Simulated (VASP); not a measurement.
# BP in VASP: a series of runs

The runs below take BP through single point, with LDA.

Program: VASP 6.6.1. These are calculated values, not measurements. Logs are shortened: lines on timing, memory, paths and dates and some standing lists are left out, and cuts for length are marked.

## 1. The cell of the first run

Symmetry: F-43m, No. 216, cubic system. Conventional cell: a = 4.468 Å, b = 4.468 Å, c = 4.468 Å, α = 90.00°, β = 90.00°, γ = 90.00°. B (site symmetry -43m) has 4 P at 1.93 Å within 2.6 Å. Within 2.6 Å of P (site symmetry -43m) lie 4 B at 1.93 Å.

## 2. Single point, LDA

The input, INCAR:

```
SYSTEM = BP
PREC = Accurate
ENCUT = 500
EDIFF = 1E-6
ISMEAR = 0
SIGMA = 0.01
LREAL = .FALSE.
LASPH = .TRUE.
NELM = 120
ALGO = Normal
ISIF = 2
LWAVE = .FALSE.
LCHARG = .FALSE.
NBANDS = 11
GGA_COMPAT = .FALSE.
```

The input, KPOINTS:

```
Automatic mesh
0
G
  8 8 8
  0 0 0
```

The input, POSCAR:

```
BP
1.0
    0.0000000000      2.2341562167      2.2341562167
    2.2341562167      0.0000000000      2.2341562167
    2.2341562167      2.2341562167      0.0000000000
B P
1 1
Direct
    0.0000000000      0.0000000000      0.0000000000
    0.7500000000      0.7500000000      0.7500000000
```

Potentials or basis: VASP PAW LDA potentials, release 64 (B, P).

On the command line:

```sh
cat potpaw_LDA.64/B/POTCAR potpaw_LDA.64/P/POTCAR > POTCAR
mpirun -np 1 vasp_std > vasp.out
```

OUTCAR:

```text
SYSTEM = BP
   PREC = Accurate
   ENCUT = 500
   EDIFF = 1E-6
   ISMEAR = 0
   LREAL = .FALSE.
   LASPH = .TRUE.
   NELM = 120
   ISIF = 2

 ion  position               nearest neighbor table
   1  0.000  0.000  0.000-   2 1.93   2 1.93   2 1.93   2 1.93
   2  0.750  0.750  0.750-   1 1.93   1 1.93   1 1.93   1 1.93

  LATTYP: Found a face centered cubic cell.
 ALAT       =     4.4683124334

  Lattice vectors:

 A1 = (   0.0000000000,   2.2341562167,   2.2341562167)
 A2 = (   2.2341562167,   0.0000000000,   2.2341562167)
 A3 = (   2.2341562167,   2.2341562167,   0.0000000000)

Analysis of symmetry for initial positions (statically):
=====================================================================
 Subroutine PRICEL returns:
 Original cell was already a primitive cell.

 Routine SETGRP: Setting up the symmetry group for a
 face centered cubic supercell.

 Subroutine GETGRP returns: Found 24 space group operations
 (whereof 24 operations were pure point group operations)
 out of a pool of 48 trial point group operations.

The static configuration has the point symmetry T_d .

Analysis of symmetry for dynamics (positions and initial velocities):
=====================================================================
 Subroutine PRICEL returns:
 Original cell was already a primitive cell.

 Routine SETGRP: Setting up the symmetry group for a
 face centered cubic supercell.

 Subroutine GETGRP returns: Found 24 space group operations
 (whereof 24 operations were pure point group operations)
 out of a pool of 48 trial point group operations.

The dynamic configuration has the point symmetry T_d .

 Subroutine INISYM returns: Found 24 space group operations
 (whereof 24 operations are pure point group operations),
 and found     1 'primitive' translations

----------------------------------------------------------------------------------------

                                     Primitive cell

  volume of cell :      22.3034

  direct lattice vectors                    reciprocal lattice vectors
     0.000000000  2.234156217  2.234156217    -0.223798137  0.223798137  0.223798137
     2.234156217  0.000000000  2.234156217     0.223798137 -0.223798137  0.223798137
     2.234156217  2.234156217  0.000000000     0.223798137  0.223798137 -0.223798137

  length of vectors
     3.159574022  3.159574022  3.159574022     0.387629745  0.387629745  0.387629745

  position of ions in fractional coordinates (direct lattice)
     0.000000000  0.000000000  0.000000000
     0.750000000  0.750000000  0.750000000

  ion indices of the primitive-cell ions
   primitive index   ion index
                 1           1
                 2           2

----------------------------------------------------------------------------------------

 KPOINTS: Automatic mesh

Automatic generation of k-mesh.
 Grid dimensions read from file:
 generate k-points for:    8    8    8

 Generating k-lattice:

  Cartesian coordinates                     Fractional coordinates (reciprocal lattice)
    -0.027974767  0.027974767  0.027974767     0.125000000  0.000000000  0.000000000
     0.027974767 -0.027974767  0.027974767     0.000000000  0.125000000  0.000000000
     0.027974767  0.027974767 -0.027974767     0.000000000  0.000000000  0.125000000

  Length of vectors
     0.048453718  0.048453718  0.048453718

  Shift w.r.t. Gamma in fractional coordinates (k-lattice)
     0.000000000  0.000000000  0.000000000

 Subroutine IBZKPT returns following result:
 ===========================================

 Found     29 irreducible k-points:

 Following reciprocal coordinates:
            Coordinates               Weight
  0.000000  0.000000  0.000000      1.000000
  0.125000  0.000000  0.000000      8.000000
  0.250000  0.000000  0.000000      8.000000
  0.375000  0.000000  0.000000      8.000000
  0.500000  0.000000  0.000000      4.000000
  0.125000  0.125000  0.000000      6.000000
[... 16 lines left out ...]
  0.500000  0.250000  0.125000     48.000000
 -0.375000  0.250000  0.125000     24.000000
 [... further k-points ...]
   k-points           NKPTS =     29   k-points in BZ     NKDIM =     29   number of bands    NBANDS=     11
   number of dos      NEDOS =    301   number of ions     NIONS =      2
   total plane-waves  NPLWV =  13824
   dimension x,y,z NGX =    24 NGY =   24 NGZ =   24
   dimension x,y,z NGXF=    48 NGYF=   48 NGZF=   48
   ions per type =               1   1
   NGX,Y,Z   is equivalent  to a cutoff of  12.63, 12.63, 12.63 a.u.
   NGXF,Y,Z  is equivalent  to a cutoff of  25.26, 25.26, 25.26 a.u.
 SYSTEM =  BP
   PREC   = accura    normal or accurate (medium, high low for compatibility)
   ISTART =      0    job   : 0-new  1-cont  2-samecut
   ICHARG =      2    charge: 1-file 2-atom 10-const
   ISPIN  =      1    spin polarized calculation?
   LNONCOLLINEAR =      F non collinear calculations
   LSORBIT =      F    spin-orbit coupling
   LASPH  =      T    aspherical Exc in radial PAW
   ENCUT  =  500.0 eV  36.75 Ry    6.06 a.u.   5.76  5.76  5.76*2*pi/ulx,y,z
   NELM   =    120;   NELMIN=  2; NELMDL= -5     # of ELM steps
   EDIFF  = 0.1E-05   stopping-criterion for ELM
   LREAL  =      F    real-space projection
   EDIFFG = 0.1E-04   stopping-criterion for IOM
   NSW    =      0    number of steps for IOM
   IBRION =     -1    ionic relax: 0-MD 1-quasi-New 2-CG
   NFREE  =      0    steps in history (QN), initial steepest desc. (CG)
   ISIF   =      2    stress and relaxation
   ISYM   =      2    0-nonsym 1-usesym 2-fastsym
   POTIM  = 0.5000    time-step for ionic-motion
   TEBEG  =    0.0;   TEEND  =   0.0 temperature during run
   PSTRESS=    0.0 pullay stress
   NELECT =       8.0000    total number of electrons
   NUPDOWN=      -1.0000    fix difference up-down
   EMIN   =  10.00;   EMAX   =-10.00  energy-range for DOS
   EFERMI =   0.00;   METHOD = LEGACY
   ISMEAR =     0;   SIGMA  =   0.01  broadening in eV -4-tet -1-fermi 0-gaus
   EFERMI_NEDOS =   21; number of points for ismear=-14 and -15
   IALGO  =     38    algorithm
   IMIX   =      4    mixing-type and parameters
     AMIX     =   0.40;   BMIX     =  1.00
     AMIX_MAG =   1.60;   BMIX_MAG =  1.00
  volume/ion in A,a.u.               =      11.15        75.26
  Fermi-wavevector in a.u.,A,eV,Ry     =   1.163183  2.198097 18.408603  1.352994
  Thomas-Fermi vector in A             =   2.299735
   LORBIT       =      0    0 simple, 1 ext, 2 COOP (PROOUT), +10 PAW based schemes
   GGA     = CA    functional components
   LHFCALC =     F    Hartree Fock is set to
   AEXX    =    0.0000 exact exchange contribution
   IVDW    =     0    specifies the selected vdW correction
   LEPSILON=     F    determine dielectric tensor
   LRPA    =     F    only Hartree local field effects (RPA)
 non-spin polarized calculation
 Gauss-broadening in eV      SIGMA  =   0.01
  energy-cutoff  :      500.00
  volume of cell :       22.30
 maximum number of plane-waves:       588
   NGX = 11   NGY = 11   NGZ = 11

 number of electron       8.0000001 magnetization

 Free energy of the ion-electron system (eV)
  ---------------------------------------------------
  ext. energy  EPLUGINS =         0.00000000
  ---------------------------------------------------
  free energy    TOTEN  =       -14.39436726 eV

  energy without entropy =      -14.39436726  energy(sigma->0) =      -14.39436726

 E-fermi :   8.0272     XC(G=0): -11.2804

 val. band max:        7.9696764731   @ k =   0.0000   0.0000   0.0000
 cond. band min:       9.1383864188   @ k =   0.3750   0.3750   0.0000
 fundamental gap:      1.1687099457
 Fermi energy:         8.0272413150

 k-point     1 :       0.0000    0.0000    0.0000
  band No.  band energies     occupation
      1      -7.8358      2.00000
      2       7.9697      2.00000
      3       7.9697      2.00000
      4       7.9697      2.00000
      5      11.4234      0.00000
      6      11.4234      0.00000
      7      11.4234      0.00000
      8      16.0561      0.00000
      9      19.5596      0.00000
     10      20.2892      0.00000
     11      20.2892      0.00000

 k-point     2 :       0.1250    0.0000    0.0000
  band No.  band energies     occupation
      1      -7.5443      2.00000
      2       6.0799      2.00000
      3       7.5267      2.00000
      4       7.5267      2.00000
      5      12.0134      0.00000
      6      12.0353      0.00000
      7      12.0353      0.00000
      8      16.7378      0.00000
      9      19.3013      0.00000
     10      19.3013      0.00000
     11      20.4237      0.00000

 k-point     3 :       0.2500    0.0000    0.0000
  band No.  band energies     occupation
      1      -6.6869      2.00000
      2       3.0073      2.00000
      3       6.8192      2.00000
      4       6.8192      2.00000
      5      12.1816      0.00000
      6      12.8038      0.00000
      7      12.8038      0.00000
      8      17.8771      0.00000
      9      19.0293      0.00000
     10      19.0293      0.00000
     11      21.2087      0.00000

 k-point     4 :       0.3750    0.0000    0.0000
  band No.  band energies     occupation
      1      -5.3625      2.00000
      2       0.1821      2.00000
      3       6.3323      2.00000
      4       6.3323      2.00000
      5      12.0863      0.00000
      6      12.8116      0.00000
      7      12.8116      0.00000
      8      18.1519      0.00000
      9      20.7749      0.00000
     10      20.7749      0.00000
     11      22.0798      0.00000
[... 239 lines left out ...]
 k-point    22 :       0.3750    0.2500    0.1250
  band No.  band energies     occupation
      1      -5.9348      2.00000
      2       2.9929      2.00000
      3       4.0159      2.00000
      4       5.9364      2.00000
      5      11.4296      0.00000
      6      13.9782      0.00000
      7      14.3666      0.00000
      8      15.6799      0.00000
      9      19.8363      0.00000
     10      22.0889      0.00000
     11      23.9878      0.00000

 k-point    23 :       0.5000    0.2500    0.1250
  band No.  band energies     occupation
      1      -4.6416      2.00000
      2       0.7133      2.00000
      3       3.3859      2.00000
      4       5.1154      2.00000
      5      12.0417      0.00000
      6      13.5448      0.00000
      7      15.4542      0.00000
      8      16.5007      0.00000
      9      20.6023      0.00000
     10      21.6139      0.00000
     11      25.3343      0.00000

 k-point    24 :      -0.3750    0.2500    0.1250
  band No.  band energies     occupation
      1      -3.6413      2.00000
      2      -0.7329      2.00000
      3       3.3247      2.00000
      4       4.7185      2.00000
      5      12.0916      0.00000
      6      13.3079      0.00000
      7      16.5279      0.00000
      8      17.9467      0.00000
      9      18.5550      0.00000
     10      22.6305      0.00000
     11      25.0198      0.00000

 [... further k-points ...]

------------------------ aborting loop because EDIFF is reached ----------------------------------------

  FORCE on cell =-STRESS in cart. coord.  units (eV):
  Direction    XX          YY          ZZ          XY          YZ          ZX
  --------------------------------------------------------------------------------------
  -------------------------------------------------------------------------------------
  Total        0.3595130      0.3595130      0.3595130     -0.0000000     -0.0000000     -0.0000000
  in kB       25.8258500     25.8258500     25.8258500     -0.0000000     -0.0000000     -0.0000000
  external PRESSURE =      25.8258500 kB  Pullay stress =       0.0000000 kB

 VOLUME and BASIS-vectors are now :
 -----------------------------------------------------------------------------
  energy-cutoff  :      500.00
  volume of cell :       22.30
      direct lattice vectors                 reciprocal lattice vectors
     0.000000000  2.234156217  2.234156217    -0.223798137  0.223798137  0.223798137
     2.234156217  0.000000000  2.234156217     0.223798137 -0.223798137  0.223798137
     2.234156217  2.234156217  0.000000000     0.223798137  0.223798137 -0.223798137

 POSITION                                       TOTAL-FORCE (eV/Angst)
 -----------------------------------------------------------------------------------
      0.00000      0.00000      0.00000         0.000000      0.000000     -0.000000
      3.35123      3.35123      3.35123        -0.000000     -0.000000      0.000000
 -----------------------------------------------------------------------------------
    total drift:                               -0.000000     -0.000000     -0.000000

  FREE ENERGIE OF THE ION-ELECTRON SYSTEM (eV)
  ---------------------------------------------------
  free  energy   TOTEN  =       -14.3943672606 eV

  energy  without entropy=      -14.3943672606  energy(sigma->0) =      -14.39436726
```

It took 7.3 s on 1 thread of Intel Xeon 8259CL, shared host; peak memory 0.12 GiB.

What came out:

* Free energy: -14.3944 eV
* Pressure: 2.6 GPa
* Band gap on the k mesh: 1.17 eV (least direct gap 3.45 eV)

A k mesh can miss the band edges.

## 3. Single point, LDA

This run uses another cell than the first one, of 11.32 Å³/atom.

The input, INCAR:

```
PREC = Accurate
ENCUT = 500
EDIFF = 1E-6
ISMEAR = 0
SIGMA = 0.01
LREAL = F
LASPH = T
NELM = 120
ALGO = Normal
ISIF = 2
LWAVE = F
LCHARG = F
NBANDS = 11
GGA_COMPAT = F
```

The input, KPOINTS:

```
regular mesh
0
Gamma
  8 8 8
```

The input, POSCAR:

```
BP
1.0
    0.0000000000      2.2453831324      2.2453831324
    2.2453831324      0.0000000000      2.2453831324
    2.2453831324      2.2453831324      0.0000000000
B P
1 1
Direct
    0.0000000000      0.0000000000      0.0000000000
    0.7500000000      0.7500000000      0.7500000000
```

Potentials or basis: VASP PAW LDA potentials, release 64 (B, P).

On the command line:

```sh
cat potpaw_LDA.64/B/POTCAR potpaw_LDA.64/P/POTCAR > POTCAR
mpirun -np 1 vasp_std > vasp.out
```

Run time: 5.6 s. Hardware: 1 thread of Intel Xeon 8259CL, shared host; peak memory 0.12 GiB.

The run converged. Its results:

```yaml
Free_energy: -14.3971 eV
Pressure: -0.1 GPa
Band_gap_on_the_k_mesh: 1.18 eV (least direct gap 3.43 eV)
```

Levels at points of the mesh, in eV from the valence-band top:
| k point | band 1 | band 2 | band 3 | band 4 | band 5 | band 6 | band 7 | band 8 | band 9 |
| --- | --- | --- | --- | --- | --- | --- | --- | --- | --- |
| (0.00, 0.00, 0.00) | -15.67 | 0.00 | 0.00 | 0.00 | 3.43 | 3.43 | 3.43 | 7.85 | 11.48 |
| (0.50, 0.00, 0.00) | -12.22 | -9.24 | -1.79 | -1.79 | 3.97 | 4.70 | 4.70 | 10.03 | 14.78 |
| (0.50, 0.50, 0.00) | -10.67 | -8.65 | -4.22 | -4.22 | 1.24 | 1.53 | 12.29 | 12.29 | 15.36 |

A k mesh can miss the band edges.

(Continued in part 2 of 3.)
